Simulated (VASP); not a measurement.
# NaCl (Imm2) in VASP: single point with PBEsol

Aim: the single point of NaCl with PBEsol.

Program: VASP 6.6.1. These are calculated values, not measurements. Logs are shortened: lines on timing, memory, paths and dates and some standing lists are left out, and cuts for length are marked.

### Step 1. The cell of the first run

The typed cell holds 2 atoms: a = 3.974 Å, b = 3.974 Å, c = 3.974 Å, α = 60.00°, β = 60.00°, γ = 60.00°.

### Step 2. Single point, PBEsol

Input file INCAR:

```
PREC = Accurate
ENCUT = 520
EDIFF = 1E-6
ISMEAR = 0
SIGMA = 0.01
LREAL = F
LASPH = T
NELM = 100
ALGO = Normal
ISIF = 2
LWAVE = F
LCHARG = F
GGA = PS
NBANDS = 14
```

Input file KPOINTS:

```
regular mesh
0
Gamma
  5 5 5
```

Input file POSCAR:

```
NaCl
1.0
    0.0000000000      2.8100000000      2.8100000000
    2.8100000000      0.0000000000      2.8100000000
    2.8100000000      2.8100000000      0.0000000000
Na Cl
1 1
Direct
    0.0000000000      0.0000000000      0.0182463077
    0.5000000000      0.5000000000      0.5173436923
```

Potentials or basis: VASP PAW PBE potentials, release 64 (Na_pv, Cl).

Run with:

```bash
$ cat potpaw_PBE.64/Na_pv/POTCAR potpaw_PBE.64/Cl/POTCAR > POTCAR
$ mpirun -np 1 vasp_std > vasp.out
```

OUTCAR:

```text
PREC = Accurate
   ENCUT = 520
   EDIFF = 1E-6
   ISMEAR = 0
   LREAL = F
   LASPH = T
   NELM = 100
   ISIF = 2
   GGA = PS

 ion  position               nearest neighbor table
   1  0.000  0.000  0.018-
   2  0.500  0.500  0.517-

  LATTYP: Found a face centered cubic cell.
 ALAT       =     5.6200000000

  Lattice vectors:

 A1 = (   0.0000000000,   2.8100000000,   2.8100000000)
 A2 = (   2.8100000000,   0.0000000000,   2.8100000000)
 A3 = (   2.8100000000,   2.8100000000,   0.0000000000)

Analysis of symmetry for initial positions (statically):
=====================================================================
 Subroutine PRICEL returns:
 Original cell was already a primitive cell.

 Routine SETGRP: Setting up the symmetry group for a
 face centered cubic supercell.

 Subroutine GETGRP returns: Found  4 space group operations
 (whereof  4 operations were pure point group operations)
 out of a pool of 48 trial point group operations.

The static configuration has the point symmetry C_2v.

Analysis of symmetry for dynamics (positions and initial velocities):
=====================================================================
 Subroutine PRICEL returns:
 Original cell was already a primitive cell.

 Routine SETGRP: Setting up the symmetry group for a
 face centered cubic supercell.

 Subroutine GETGRP returns: Found  4 space group operations
 (whereof  4 operations were pure point group operations)
 out of a pool of 48 trial point group operations.

The dynamic configuration has the point symmetry C_2v.

 Subroutine INISYM returns: Found  4 space group operations
 (whereof  4 operations are pure point group operations),
 and found     1 'primitive' translations

----------------------------------------------------------------------------------------

                                     Primitive cell

  volume of cell :      44.3761

  direct lattice vectors                    reciprocal lattice vectors
     0.000000000  2.810000000  2.810000000    -0.177935943  0.177935943  0.177935943
     2.810000000  0.000000000  2.810000000     0.177935943 -0.177935943  0.177935943
     2.810000000  2.810000000  0.000000000     0.177935943  0.177935943 -0.177935943

  length of vectors
     3.973940110  3.973940110  3.973940110     0.308194094  0.308194094  0.308194094

  position of ions in fractional coordinates (direct lattice)
     0.000000000  0.000000000  0.018246308
     0.500000000  0.500000000  0.517343692

  ion indices of the primitive-cell ions
   primitive index   ion index
                 1           1
                 2           2

----------------------------------------------------------------------------------------

 KPOINTS: regular mesh

Automatic generation of k-mesh.
 Grid dimensions read from file:
 generate k-points for:    5    5    5

 Generating k-lattice:

  Cartesian coordinates                     Fractional coordinates (reciprocal lattice)
    -0.035587189  0.035587189  0.035587189     0.200000000  0.000000000  0.000000000
     0.035587189 -0.035587189  0.035587189     0.000000000  0.200000000  0.000000000
     0.035587189  0.035587189 -0.035587189     0.000000000  0.000000000  0.200000000

  Length of vectors
     0.061638819  0.061638819  0.061638819

  Shift w.r.t. Gamma in fractional coordinates (k-lattice)
     0.000000000  0.000000000  0.000000000

 Subroutine IBZKPT returns following result:
 ===========================================

 Found     27 irreducible k-points:

 Following reciprocal coordinates:
            Coordinates               Weight
  0.000000  0.000000  0.000000      1.000000
  0.200000  0.000000  0.000000      4.000000
  0.000000  0.000000  0.200000      4.000000
  0.400000  0.000000  0.000000      4.000000
  0.000000  0.000000  0.400000      4.000000
  0.200000  0.200000  0.000000      2.000000
[... 16 lines left out ...]
  0.400000  0.400000 -0.200000      2.000000
 -0.400000  0.400000  0.200000      8.000000
 [... further k-points ...]
   k-points           NKPTS =     27   k-points in BZ     NKDIM =     27   number of bands    NBANDS=     14
   number of dos      NEDOS =    301   number of ions     NIONS =      2
   total plane-waves  NPLWV =  27000
   dimension x,y,z NGX =    30 NGY =   30 NGZ =   30
   dimension x,y,z NGXF=    60 NGYF=   60 NGZF=   60
   ions per type =               1   1
   NGX,Y,Z   is equivalent  to a cutoff of  12.55, 12.55, 12.55 a.u.
   NGXF,Y,Z  is equivalent  to a cutoff of  25.10, 25.10, 25.10 a.u.
 SYSTEM =  unknown system
   PREC   = accura    normal or accurate (medium, high low for compatibility)
   ISTART =      0    job   : 0-new  1-cont  2-samecut
   ICHARG =      2    charge: 1-file 2-atom 10-const
   ISPIN  =      1    spin polarized calculation?
   LNONCOLLINEAR =      F non collinear calculations
   LSORBIT =      F    spin-orbit coupling
   LASPH  =      T    aspherical Exc in radial PAW
   ENCUT  =  520.0 eV  38.22 Ry    6.18 a.u.   7.39  7.39  7.39*2*pi/ulx,y,z
   NELM   =    100;   NELMIN=  2; NELMDL= -5     # of ELM steps
   EDIFF  = 0.1E-05   stopping-criterion for ELM
   LREAL  =      F    real-space projection
   EDIFFG = 0.1E-04   stopping-criterion for IOM
   NSW    =      0    number of steps for IOM
   IBRION =     -1    ionic relax: 0-MD 1-quasi-New 2-CG
   NFREE  =      0    steps in history (QN), initial steepest desc. (CG)
   ISIF   =      2    stress and relaxation
   ISYM   =      2    0-nonsym 1-usesym 2-fastsym
   POTIM  = 0.5000    time-step for ionic-motion
   TEBEG  =    0.0;   TEEND  =   0.0 temperature during run
   PSTRESS=    0.0 pullay stress
   NELECT =      14.0000    total number of electrons
   NUPDOWN=      -1.0000    fix difference up-down
   EMIN   =  10.00;   EMAX   =-10.00  energy-range for DOS
   EFERMI =   0.00;   METHOD = LEGACY
   ISMEAR =     0;   SIGMA  =   0.01  broadening in eV -4-tet -1-fermi 0-gaus
   EFERMI_NEDOS =   21; number of points for ismear=-14 and -15
   IALGO  =     38    algorithm
   IMIX   =      4    mixing-type and parameters
     AMIX     =   0.40;   BMIX     =  1.00
     AMIX_MAG =   1.60;   BMIX_MAG =  1.00
  volume/ion in A,a.u.               =      22.19       149.73
  Fermi-wavevector in a.u.,A,eV,Ry     =   1.114469  2.106040 16.898985  1.242040
  Thomas-Fermi vector in A             =   2.251064
   LORBIT       =      0    0 simple, 1 ext, 2 COOP (PROOUT), +10 PAW based schemes
   GGA     = PS    functional components
   LHFCALC =     F    Hartree Fock is set to
   AEXX    =    0.0000 exact exchange contribution
   IVDW    =     0    specifies the selected vdW correction
   LEPSILON=     F    determine dielectric tensor
   LRPA    =     F    only Hartree local field effects (RPA)
 non-spin polarized calculation
 Gauss-broadening in eV      SIGMA  =   0.01
  energy-cutoff  :      520.00
  volume of cell :       44.38
 maximum number of plane-waves:      1243
 NGX is ok and might be reduce to    30
   NGX = 15   NGY = 15   NGZ = 15

 number of electron      14.0000000 magnetization

 Free energy of the ion-electron system (eV)
  ---------------------------------------------------
  ext. energy  EPLUGINS =         0.00000000
  ---------------------------------------------------
  free energy    TOTEN  =        -6.99788336 eV

  energy without entropy =       -6.99788336  energy(sigma->0) =       -6.99788336

 E-fermi :  -0.6182     XC(G=0):  -8.3803

 val. band max:       -0.7230024563   @ k =   0.0000   0.0000   0.0000
 cond. band min:       4.2476612375   @ k =   0.0000   0.0000   0.0000
 fundamental gap:      4.9706636938
 Fermi energy:        -0.6182029228

 k-point     1 :       0.0000    0.0000    0.0000
  band No.  band energies     occupation
      1     -21.3548      2.00000
      2     -21.3548      2.00000
      3     -21.3548      2.00000
      4     -13.3916      2.00000
      5      -0.7230      2.00000
      6      -0.7230      2.00000
      7      -0.7230      2.00000
      8       4.2477      0.00000
      9      10.2847      0.00000
     10      10.2847      0.00000
     11      10.2847      0.00000
     12      12.5192      0.00000
     13      12.5192      0.00000
     14      13.9109      0.00000

 k-point     2 :       0.2000    0.0000    0.0000
  band No.  band energies     occupation
      1     -21.3661      2.00000
      2     -21.3556      2.00000
      3     -21.3556      2.00000
      4     -13.2730      2.00000
      5      -1.5604      2.00000
      6      -0.8221      2.00000
      7      -0.8221      2.00000
      8       5.3496      0.00000
      9       9.3000      0.00000
     10      10.6138      0.00000
     11      10.6139      0.00000
     12      12.2183      0.00000
     13      12.2183      0.00000
     14      15.0517      0.00000

 k-point     3 :       0.0000    0.0000    0.2000
  band No.  band energies     occupation
      1     -21.3661      2.00000
      2     -21.3556      2.00000
      3     -21.3556      2.00000
      4     -13.2730      2.00000
      5      -1.5604      2.00000
      6      -0.8221      2.00000
      7      -0.8221      2.00000
      8       5.3496      0.00000
      9       9.3000      0.00000
     10      10.6138      0.00000
     11      10.6139      0.00000
     12      12.2183      0.00000
     13      12.2183      0.00000
     14      15.0517      0.00000

 k-point     4 :       0.4000    0.0000    0.0000
  band No.  band energies     occupation
      1     -21.3840      2.00000
      2     -21.3569      2.00000
      3     -21.3569      2.00000
      4     -13.0703      2.00000
      5      -2.5757      2.00000
      6      -0.9733      2.00000
      7      -0.9733      2.00000
      8       6.3258      0.00000
      9       9.5686      0.00000
     10      10.2542      0.00000
     11      10.2543      0.00000
     12      14.1821      0.00000
     13      14.1822      0.00000
     14      14.2507      0.00000

 k-point     5 :       0.0000    0.0000    0.4000
  band No.  band energies     occupation
      1     -21.3840      2.00000
      2     -21.3569      2.00000
      3     -21.3569      2.00000
      4     -13.0703      2.00000
      5      -2.5757      2.00000
      6      -0.9733      2.00000
      7      -0.9733      2.00000
      8       6.3258      0.00000
      9       9.5686      0.00000
     10      10.2542      0.00000
     11      10.2543      0.00000
[... 276 lines left out ...]
 k-point    22 :       0.0000   -0.4000    0.4000
  band No.  band energies     occupation
      1     -21.3743      2.00000
      2     -21.3689      2.00000
      3     -21.3621      2.00000
      4     -12.9765      2.00000
      5      -2.2833      2.00000
      6      -1.7330      2.00000
      7      -1.2741      2.00000
      8       7.2201      0.00000
      9       7.8920      0.00000
     10       9.9397      0.00000
     11      12.3719      0.00000
     12      12.9387      0.00000
     13      15.2488      0.00000
     14      16.7559      0.00000

 k-point    23 :       0.4000    0.4000   -0.2000
  band No.  band energies     occupation
      1     -21.3743      2.00000
      2     -21.3690      2.00000
      3     -21.3621      2.00000
      4     -12.9765      2.00000
      5      -2.2833      2.00000
      6      -1.7330      2.00000
      7      -1.2741      2.00000
      8       7.2202      0.00000
      9       7.8920      0.00000
     10       9.9397      0.00000
     11      12.3719      0.00000
     12      12.9387      0.00000
     13      15.2488      0.00000
     14      16.7547      0.00000

 k-point    24 :      -0.4000    0.4000    0.2000
  band No.  band energies     occupation
      1     -21.3750      2.00000
      2     -21.3672      2.00000
      3     -21.3624      2.00000
      4     -12.9890      2.00000
      5      -2.2089      2.00000
      6      -1.7194      2.00000
      7      -1.3288      2.00000
      8       8.0207      0.00000
      9       8.4056      0.00000
     10       8.7947      0.00000
     11      11.2995      0.00000
     12      13.7647      0.00000
     13      14.5488      0.00000
     14      16.4365      0.00000

 [... further k-points ...]
[... 5 lines left out ...]
  --------------------------------------------------------------------------------------
  -------------------------------------------------------------------------------------
  Total       -0.0607056     -0.0607056     -0.0607614      0.0000404      0.0000000      0.0000000
  in kB       -2.1917485     -2.1917485     -2.1937601      0.0014571      0.0000000      0.0000000
  external PRESSURE =      -2.1924190 kB  Pullay stress =       0.0000000 kB

 VOLUME and BASIS-vectors are now :
 -----------------------------------------------------------------------------
  energy-cutoff  :      520.00
  volume of cell :       44.38
      direct lattice vectors                 reciprocal lattice vectors
     0.000000000  2.810000000  2.810000000    -0.177935943  0.177935943  0.177935943
     2.810000000  0.000000000  2.810000000     0.177935943 -0.177935943  0.177935943
     2.810000000  2.810000000  0.000000000     0.177935943  0.177935943 -0.177935943

 POSITION                                       TOTAL-FORCE (eV/Angst)
 -----------------------------------------------------------------------------------
      0.05127      0.05127      0.00000        -0.003508     -0.003508      0.000000
      2.85874      2.85874      2.81000         0.003508      0.003508     -0.000000
 -----------------------------------------------------------------------------------
    total drift:                                0.000038      0.000038      0.000000

  FREE ENERGIE OF THE ION-ELECTRON SYSTEM (eV)
  ---------------------------------------------------
  free  energy   TOTEN  =        -6.9978833642 eV

  energy  without entropy=       -6.9978833642  energy(sigma->0) =       -6.99788336
```

It took 18 s on 1 thread of AMD EPYC 7R13 (Zen 3), shared host; peak memory 0.13 GiB.

Results:

* Free energy: -6.9979 eV
* Pressure: -0.2 GPa
* Largest force: 0.005 eV/Å
* Band gap on the k mesh: 4.97 eV, direct

Forces on the atoms (eV/Å):
```
Na  -0.004 -0.004  0.000
Cl   0.004  0.004  0.000
```

Levels at points of the mesh, in eV from the valence-band top:
```csv
k point,band 5,band 6,band 7,band 8,band 9,band 10
"(0.00, 0.00, 0.00)",0.00,0.00,0.00,4.97,11.01,11.01
```

Caveat: the PAW data sets were made with another functional, which shifts forces and pressure a little.
